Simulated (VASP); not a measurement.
Here is a VASP 6.6.1 calculation.

Contents of INCAR:

```
PREC = Accurate
ENCUT = 600
EDIFF = 1E-7
ISMEAR = -1
SIGMA = 0.05
LREAL = False
LASPH = True
NELM = 60
ALGO = Normal
ISIF = 3
LWAVE = False
LCHARG = False
GGA = RE
IVDW = 12
IBRION = 2
NSW = 80
EDIFFG = -0.01
```

KPOINTS

```
regular mesh
0
Gamma
  10 10 9
```

Contents of POSCAR:

```
WC
1.0
    2.9065000000      0.0000000000      0.0000000000
   -1.4532500000      2.5171028361      0.0000000000
    0.0000000000      0.0000000000      2.8366000000
W C
1 1
Direct
    0.0000000000      0.0000000000      0.0000000000
    0.6666666667      0.3333333333      0.5000000000
```

Potentials or basis: VASP PAW PBE potentials, release 64 (W_sv, C).

Run with:

```sh
$ cat potpaw_PBE.64/W_sv/POTCAR potpaw_PBE.64/C/POTCAR > POTCAR
$ mpirun -np 1 vasp_std > vasp.out
```

Q: What does it give for the space group after relaxing (to 0.1 Å)?

A: P-6m2 (No. 187).

Q: Estimate the relaxed volume.

A: 10.27 Å³/atom.

Step by step:
```
step  energy change (eV)  largest force (eV/Å)  pressure (GPa)  volume (Å³)
   1              0.0000                0.0000           -4.10        20.75
   2              0.0189                0.0000           12.39        19.96
   3             -0.0027                0.0000           -0.02        20.54
   4             -0.0027                0.0000            0.04        20.54
   5             -0.0027                0.0000            0.05        20.53
   6             -0.0028                0.0000            0.05        20.54
```

Caveat: the PAW data sets were made with another functional, which shifts forces and pressure a little.
